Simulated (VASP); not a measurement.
# Y (Pm-3m) in VASP: notebook

Runs on Y. Level: PBE. Tasks: single point.

Program: VASP 6.6.1. These are calculated values, not measurements. Logs are shortened: lines on timing, memory, paths and dates and some standing lists are left out, and cuts for length are marked.

## (1) The cell of the first run

The structure is cubic, space group Pm-3m (No. 221). Conventional cell: a = 2.675 Å, b = 2.675 Å, c = 2.675 Å, α = 90.00°, β = 90.00°, γ = 90.00°. Y (site symmetry m-3m) has 6 Y at 2.67 Å within 3.5 Å.

This isn't the form of Y at room conditions, which is hcp.

## (2) Single point, PBE

Contents of INCAR:

```
PREC     = Accurate       # precision mode
ENCUT    = 520            # plane-wave cutoff, eV
EDIFF    = 1E-6           # SCF threshold, eV
ISMEAR   = -1             # smearing method
SIGMA    = 0.05           # smearing width, eV
LREAL    = F              # projectors in reciprocal space
LASPH    = T              # aspherical terms in the spheres
NELM     = 80             # most SCF steps
ALGO     = Normal         # electronic algorithm
ISIF     = 2              # what is computed and relaxed
LWAVE    = F              # write WAVECAR
LCHARG   = T              # write CHGCAR
GGA      = PE             # functional
LELF     = T              # ELF
LVHAR    = T            
NBANDS   = 12             # bands
```

Contents of KPOINTS:

```
Automatic mesh
0
Gamma
  8 8 8
```

Contents of POSCAR:

```
Y
1.0
    2.6749030811      0.0000000000      0.0000000000
    0.0000000000      2.6749030811      0.0000000000
    0.0000000000      0.0000000000      2.6749030811
Y
1
Direct
    0.0000000000      0.0000000000      0.0000000000
```

Potentials or basis: VASP PAW PBE potentials, release 64 (Y_sv).

On the command line:

```bash
$ cat potpaw_PBE.64/Y_sv/POTCAR > POTCAR
$ mpirun -np 1 vasp_std > vasp.out
```

OUTCAR:

```text
PREC = Accurate
   ENCUT = 520
   EDIFF = 1E-6
   ISMEAR = -1
   LREAL = F
   LASPH = T
   NELM = 80
   ISIF = 2
   GGA = PE

 ion  position               nearest neighbor table
   1  0.000  0.000  0.000-

  LATTYP: Found a simple cubic cell.
 ALAT       =     2.6749030811

  Lattice vectors:

 A1 = (   2.6749030811,   0.0000000000,   0.0000000000)
 A2 = (   0.0000000000,   2.6749030811,   0.0000000000)
 A3 = (   0.0000000000,   0.0000000000,   2.6749030811)

Analysis of symmetry for initial positions (statically):
=====================================================================
 Subroutine PRICEL returns:
 Original cell was already a primitive cell.

 Routine SETGRP: Setting up the symmetry group for a
 simple cubic supercell.

 Subroutine GETGRP returns: Found 48 space group operations
 (whereof 48 operations were pure point group operations)
 out of a pool of 48 trial point group operations.

The static configuration has the point symmetry O_h .

Analysis of symmetry for dynamics (positions and initial velocities):
=====================================================================
 Subroutine PRICEL returns:
 Original cell was already a primitive cell.

 Routine SETGRP: Setting up the symmetry group for a
 simple cubic supercell.

 Subroutine GETGRP returns: Found 48 space group operations
 (whereof 48 operations were pure point group operations)
 out of a pool of 48 trial point group operations.

The dynamic configuration has the point symmetry O_h .

 Subroutine INISYM returns: Found 48 space group operations
 (whereof 48 operations are pure point group operations),
 and found     1 'primitive' translations

----------------------------------------------------------------------------------------

                                     Primitive cell

  volume of cell :      19.1392

  direct lattice vectors                    reciprocal lattice vectors
     2.674903081  0.000000000  0.000000000     0.373845321  0.000000000  0.000000000
     0.000000000  2.674903081  0.000000000     0.000000000  0.373845321  0.000000000
     0.000000000  0.000000000  2.674903081     0.000000000  0.000000000  0.373845321

  length of vectors
     2.674903081  2.674903081  2.674903081     0.373845321  0.373845321  0.373845321

  position of ions in fractional coordinates (direct lattice)
     0.000000000  0.000000000  0.000000000

  ion indices of the primitive-cell ions
   primitive index   ion index
                 1           1

----------------------------------------------------------------------------------------

 KPOINTS: Automatic mesh

Automatic generation of k-mesh.
 Grid dimensions read from file:
 generate k-points for:    8    8    8

 Generating k-lattice:

  Cartesian coordinates                     Fractional coordinates (reciprocal lattice)
     0.046730665  0.000000000  0.000000000     0.125000000  0.000000000  0.000000000
     0.000000000  0.046730665  0.000000000     0.000000000  0.125000000  0.000000000
     0.000000000  0.000000000  0.046730665     0.000000000  0.000000000  0.125000000

  Length of vectors
     0.046730665  0.046730665  0.046730665

  Shift w.r.t. Gamma in fractional coordinates (k-lattice)
     0.000000000  0.000000000  0.000000000

 Subroutine IBZKPT returns following result:
 ===========================================

 Found     35 irreducible k-points:

 Following reciprocal coordinates:
            Coordinates               Weight
  0.000000  0.000000  0.000000      1.000000
  0.125000  0.000000  0.000000      6.000000
  0.250000  0.000000  0.000000      6.000000
  0.375000  0.000000  0.000000      6.000000
  0.500000  0.000000  0.000000      3.000000
  0.125000  0.125000  0.000000     12.000000
[... 16 lines left out ...]
  0.375000  0.375000  0.125000     24.000000
  0.500000  0.375000  0.125000     24.000000
 [... further k-points ...]
   k-points           NKPTS =     35   k-points in BZ     NKDIM =     35   number of bands    NBANDS=     12
   number of dos      NEDOS =    301   number of ions     NIONS =      1
   total plane-waves  NPLWV =   8000
   dimension x,y,z NGX =    20 NGY =   20 NGZ =   20
   dimension x,y,z NGXF=    40 NGYF=   40 NGZF=   40
   ions per type =               1
   NGX,Y,Z   is equivalent  to a cutoff of  12.43, 12.43, 12.43 a.u.
   NGXF,Y,Z  is equivalent  to a cutoff of  24.86, 24.86, 24.86 a.u.
 SYSTEM =  unknown system
   PREC   = accura    normal or accurate (medium, high low for compatibility)
   ISTART =      0    job   : 0-new  1-cont  2-samecut
   ICHARG =      2    charge: 1-file 2-atom 10-const
   ISPIN  =      1    spin polarized calculation?
   LNONCOLLINEAR =      F non collinear calculations
   LSORBIT =      F    spin-orbit coupling
   LASPH  =      T    aspherical Exc in radial PAW
   ENCUT  =  520.0 eV  38.22 Ry    6.18 a.u.   4.97  4.97  4.97*2*pi/ulx,y,z
   NELM   =     80;   NELMIN=  2; NELMDL= -5     # of ELM steps
   EDIFF  = 0.1E-05   stopping-criterion for ELM
   LREAL  =      F    real-space projection
   EDIFFG = 0.1E-04   stopping-criterion for IOM
   NSW    =      0    number of steps for IOM
   IBRION =     -1    ionic relax: 0-MD 1-quasi-New 2-CG
   NFREE  =      0    steps in history (QN), initial steepest desc. (CG)
   ISIF   =      2    stress and relaxation
   ISYM   =      2    0-nonsym 1-usesym 2-fastsym
   POTIM  = 0.5000    time-step for ionic-motion
   TEBEG  =    0.0;   TEEND  =   0.0 temperature during run
   PSTRESS=    0.0 pullay stress
   NELECT =      11.0000    total number of electrons
   NUPDOWN=      -1.0000    fix difference up-down
   EMIN   =  10.00;   EMAX   =-10.00  energy-range for DOS
   EFERMI =   0.00;   METHOD = LEGACY
   ISMEAR =    -1;   SIGMA  =   0.05  broadening in eV -4-tet -1-fermi 0-gaus
   EFERMI_NEDOS =   21; number of points for ismear=-14 and -15
   IALGO  =     38    algorithm
   IMIX   =      4    mixing-type and parameters
     AMIX     =   0.40;   BMIX     =  1.00
     AMIX_MAG =   1.60;   BMIX_MAG =  1.00
  volume/ion in A,a.u.               =      19.14       129.16
  Fermi-wavevector in a.u.,A,eV,Ry     =   1.361124  2.572151 25.206948  1.852658
  Thomas-Fermi vector in A             =   2.487727
   LORBIT       =      0    0 simple, 1 ext, 2 COOP (PROOUT), +10 PAW based schemes
   GGA     = PE    functional components
   LHFCALC =     F    Hartree Fock is set to
   AEXX    =    0.0000 exact exchange contribution
   IVDW    =     0    specifies the selected vdW correction
   LEPSILON=     F    determine dielectric tensor
   LRPA    =     F    only Hartree local field effects (RPA)
 non-spin polarized calculation
  energy-cutoff  :      520.00
  volume of cell :       19.14
 maximum number of plane-waves:       536
 NGX is ok and might be reduce to    20
   NGX =  9   NGY =  9   NGZ =  9

 number of electron      11.0000001 magnetization

 Free energy of the ion-electron system (eV)
  ---------------------------------------------------
  ext. energy  EPLUGINS =         0.00000000
  ---------------------------------------------------
  free energy    TOTEN  =        -4.29474383 eV

  energy without entropy =       -4.28337123  energy(sigma->0) =       -4.28905753

 E-fermi :   6.2378     XC(G=0): -11.7208

 val. band max:        6.2193931435   @ k =   0.5000   0.2500   0.0000
 cond. band min:       6.2400822583   @ k =   0.5000   0.2500   0.2500
 fundamental gap:      0.0206891148
 Fermi energy:         6.2377544512

 k-point     1 :       0.0000    0.0000    0.0000
  band No.  band energies     occupation
      1     -36.5508      2.00000
      2     -14.7418      2.00000
      3     -14.7418      2.00000
      4     -14.7418      2.00000
      5       1.5780      2.00000
      6       4.3982      2.00000
      7       4.3982      2.00000
      8      15.4964      0.00000
      9      15.4964      0.00000
     10      15.4964      0.00000
     11      21.6921      0.00000
     12      21.6921      0.00000

 k-point     2 :       0.1250    0.0000    0.0000
  band No.  band energies     occupation
      1     -36.4748      2.00000
      2     -15.3304      2.00000
      3     -14.6916      2.00000
      4     -14.6916      2.00000
      5       2.1150      2.00000
      6       4.5648      2.00000
      7       5.2151      2.00000
      8      14.2285      0.00000
      9      14.2285      0.00000
     10      15.5808      0.00000
     11      19.8687      0.00000
     12      22.9745      0.00000

 k-point     3 :       0.2500    0.0000    0.0000
  band No.  band energies     occupation
      1     -36.2852      2.00000
      2     -16.5861      2.00000
      3     -14.5678      2.00000
      4     -14.5678      2.00000
      5       3.2078      2.00000
      6       5.0043      2.00000
      7       7.2493      0.00000
      8      12.2090      0.00000
      9      12.2090      0.00000
     10      15.7928      0.00000
     11      17.6706      0.00000
     12      21.4703      0.00000
[... 286 lines left out ...]
 k-point    23 :       0.3750    0.3750    0.1250
  band No.  band energies     occupation
      1     -35.5732      2.00000
      2     -17.1475      2.00000
      3     -17.0915      2.00000
      4     -14.6632      2.00000
      5       3.1478      2.00000
      6       7.4545      0.00000
      7       9.3943      0.00000
      8       9.4553      0.00000
      9      13.8577      0.00000
     10      14.6929      0.00000
     11      19.6840      0.00000
     12      20.5198      0.00000

 k-point    24 :       0.5000    0.3750    0.1250
  band No.  band energies     occupation
      1     -35.4925      2.00000
      2     -17.5177      2.00000
      3     -17.0303      2.00000
      4     -14.6065      2.00000
      5       2.6292      2.00000
      6       7.9087      0.00000
      7       8.7688      0.00000
      8       9.6594      0.00000
      9      14.4696      0.00000
     10      16.1071      0.00000
     11      19.4487      0.00000
     12      20.0785      0.00000

 [... further k-points ...]

------------------------ aborting loop because EDIFF is reached ----------------------------------------

  FORCE on cell =-STRESS in cart. coord.  units (eV):
  Direction    XX          YY          ZZ          XY          YZ          ZX
  --------------------------------------------------------------------------------------
  -------------------------------------------------------------------------------------
  Total        5.3693193      5.3693193      5.3693193      0.0000000      0.0000000     -0.0000000
  in kB      449.4751243    449.4751243    449.4751243      0.0000000      0.0000000     -0.0000000
  external PRESSURE =     449.4751243 kB  Pullay stress =       0.0000000 kB

 VOLUME and BASIS-vectors are now :
 -----------------------------------------------------------------------------
  energy-cutoff  :      520.00
  volume of cell :       19.14
      direct lattice vectors                 reciprocal lattice vectors
     2.674903081  0.000000000  0.000000000     0.373845321  0.000000000  0.000000000
     0.000000000  2.674903081  0.000000000     0.000000000  0.373845321  0.000000000
     0.000000000  0.000000000  2.674903081     0.000000000  0.000000000  0.373845321

 POSITION                                       TOTAL-FORCE (eV/Angst)
 -----------------------------------------------------------------------------------
      0.00000      0.00000      0.00000         0.000000      0.000000      0.000000
 -----------------------------------------------------------------------------------
    total drift:                               -0.000000     -0.000000     -0.000000

  FREE ENERGIE OF THE ION-ELECTRON SYSTEM (eV)
  ---------------------------------------------------
  free  energy   TOTEN  =        -4.2947438301 eV

  energy  without entropy=       -4.2833712275  energy(sigma->0) =       -4.28905753
```

Run time: 14 s. Hardware: 1 thread of AMD EPYC 7R13, shared host; peak memory 0.11 GiB.

What came out:

| Item | Value |
| --- | --- |
| Free energy | -4.2947 eV |
| Pressure | 44.9 GPa |
| Band gap on the k mesh | zero (an odd number of electrons rules out a gap without spin polarisation) |

Caveat: the cell stands under pressure.

## (3) Single point, PBE

This run uses another cell than the first one, of 21.46 Å³/atom.

Contents of INCAR:

```
ALGO = Normal
EDIFF = 1E-6
ENCUT = 520
GGA = PE
ISIF = 2
ISMEAR = -1
LASPH = True
LCHARG = False
LREAL = False
LWAVE = False
NBANDS = 12
NELM = 100
PREC = Accurate
SIGMA = 0.05
```

Contents of KPOINTS:

```
k-points
0
Gamma
  8 8 8
```

Contents of POSCAR:

```
Y
1.0
    2.7789519523      0.0000000000      0.0000000000
    0.0000000000      2.7789519523      0.0000000000
    0.0000000000      0.0000000000      2.7789519523
Y
1
Direct
    0.0000000000      0.0000000000      0.0000000000
```

Potentials or basis: VASP PAW PBE potentials, release 64 (Y_sv).

On the command line:

```bash
$ cat potpaw_PBE.64/Y_sv/POTCAR > POTCAR
$ mpirun -np 1 vasp_std > vasp.out
```

Wall time 18 s (1 thread of AMD EPYC 7R13, shared host); peak memory 0.12 GiB.

The run converged. Its results:

| Property | Result |
| --- | --- |
| Free energy | -4.8269 eV |
| Pressure | 30.1 GPa |
| Band gap on the k mesh | zero (an odd number of electrons rules out a gap without spin polarisation) |

Levels at points of the mesh, in eV from the Fermi level:
```
           k point  band 3  band 4  band 5  band 6  band 7  band 8  band 9  band 10
(0.00, 0.00, 0.00)  -21.36  -21.36   -4.82   -1.55   -1.55    8.29    8.29     8.29
(0.50, 0.00, 0.00)  -21.09  -21.09   -1.31   -0.36    1.28    3.72    3.72     8.81
(0.50, 0.50, 0.00)  -23.49  -20.85   -3.82    0.68    4.75    4.75    6.61     6.61
(0.50, 0.50, 0.50)  -23.09  -23.09   -1.79   -1.79   -1.79    5.63   11.51    11.51
```

Caveat: the cell stands under pressure.

## (4) Single point, PBE

This run uses another cell than the first one, of 25.01 Å³/atom.

INCAR is that of step 3.

KPOINTS is that of step 3.

Contents of POSCAR:

```
Y
1.0
    2.9244366019      0.0000000000      0.0000000000
    0.0000000000      2.9244366019      0.0000000000
    0.0000000000      0.0000000000      2.9244366019
Y
1
Direct
    0.0000000000      0.0000000000      0.0000000000
```

Potentials or basis: VASP PAW PBE potentials, release 64 (Y_sv).

On the command line:

```bash
$ cat potpaw_PBE.64/Y_sv/POTCAR > POTCAR
$ mpirun -np 1 vasp_std > vasp.out
```

OUTCAR:

```text
EDIFF = 1E-6
   ENCUT = 520
   GGA = PE
   ISIF = 2
   ISMEAR = -1
   LASPH = True
   LREAL = False
   NELM = 100
   PREC = Accurate

 ion  position               nearest neighbor table
   1  0.000  0.000  0.000-

  LATTYP: Found a simple cubic cell.
 ALAT       =     2.9244366019

  Lattice vectors:

 A1 = (   2.9244366019,   0.0000000000,   0.0000000000)
 A2 = (   0.0000000000,   2.9244366019,   0.0000000000)
 A3 = (   0.0000000000,   0.0000000000,   2.9244366019)

Analysis of symmetry for initial positions (statically):
[... 537 lines left out ...]

 [... further k-points ...]

------------------------ aborting loop because EDIFF is reached ----------------------------------------

  FORCE on cell =-STRESS in cart. coord.  units (eV):
  Direction    XX          YY          ZZ          XY          YZ          ZX
  --------------------------------------------------------------------------------------
  -------------------------------------------------------------------------------------
  Total        2.3204572      2.3204572      2.3204572     -0.0000000     -0.0000000      0.0000000
  in kB      148.6474676    148.6474676    148.6474676     -0.0000000     -0.0000000      0.0000000
  external PRESSURE =     148.6474676 kB  Pullay stress =       0.0000000 kB

 VOLUME and BASIS-vectors are now :
 -----------------------------------------------------------------------------
  energy-cutoff  :      520.00
  volume of cell :       25.01
      direct lattice vectors                 reciprocal lattice vectors
     2.924436602  0.000000000  0.000000000     0.341946206  0.000000000  0.000000000
     0.000000000  2.924436602  0.000000000     0.000000000  0.341946206  0.000000000
     0.000000000  0.000000000  2.924436602     0.000000000  0.000000000  0.341946206

 POSITION                                       TOTAL-FORCE (eV/Angst)
 -----------------------------------------------------------------------------------
      0.00000      0.00000      0.00000         0.000000      0.000000      0.000000
 -----------------------------------------------------------------------------------
    total drift:                                0.000000     -0.000000     -0.000000

  FREE ENERGIE OF THE ION-ELECTRON SYSTEM (eV)
  ---------------------------------------------------
  free  energy   TOTEN  =        -5.3107161759 eV

  energy  without entropy=       -5.3013306824  energy(sigma->0) =       -5.30602343
```

Run time: 17 s. Hardware: 1 thread of AMD EPYC 7R13, shared host; peak memory 0.12 GiB.

Results:

* Free energy: -5.3107 eV
* Pressure: 14.9 GPa
* Band gap on the k mesh: zero (an odd number of electrons rules out a gap without spin polarisation)

Caveat: the cell stands under pressure.

## (5) Overview

```csv
cell,gap on the mesh (eV),pressure (GPa)
"a = 2.675 Å, 1 atom",none,44.9
"a = 2.779 Å, 1 atom",none,30.1
"a = 2.924 Å, 1 atom",none,14.9
```

Alike in all rows: task single point; level PBE; potentials or basis VASP PAW PBE potentials, release 64 (Y_sv); no spin polarisation; k mesh 8 × 8 × 8; cutoff (eV) 520; smearing fermi-dirac 0.05 eV.

Caveats: the cell stands under pressure.

Total energies depend on the potentials used, so only differences within one code and one set of settings carry meaning.
